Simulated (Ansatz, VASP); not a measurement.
**Two plane-wave programs on AlGaN2**

```
Al Ga N
1.0
     2.98136    0.00000    0.00000
     0.00000    2.98136    0.00000
     0.00000    0.00000    4.59516
Al Ga N
1 1 2
Direct
  0.50000 0.50000 0.50000
  0.00000 0.00000 0.00000
  0.50000 0.00000 0.74007
  0.00000 0.50000 0.25993
```

Alike in both runs: task relaxation of the atoms; functional LDA; k mesh 8 × 8 × 6; occupations gaussian, width 0.05 eV; no spin polarisation.

|  | VASP | Ansatz |
| --- | --- | --- |
| version | VASP 6.6.1 | Ansatz 0.2.0 |
| potentials or method | VASP PAW LDA potentials, release 64 (Al, Ga_d, N), cutoff 520 eV | scalar-relativistic, plane waves, PAW |
| valence electrons in the cell | 26 | 26 |

Ansatz gave:

| Quantity | Value |
| --- | --- |
| gap on the k mesh at the Fermi level, each at its own relaxed structure (eV) | 2.96 |

Q: Which values does VASP return?

A: gap on the k mesh at the Fermi level, each at its own relaxed structure (eV): 2.94.

Ansatz warns that its potentials were made for another functional, while VASP's fit it. LDA's correlation is that of Perdew and Zunger in VASP and of Perdew and Wang (1992) in Ansatz. Ansatz's warnings: stress scf threshold loose.
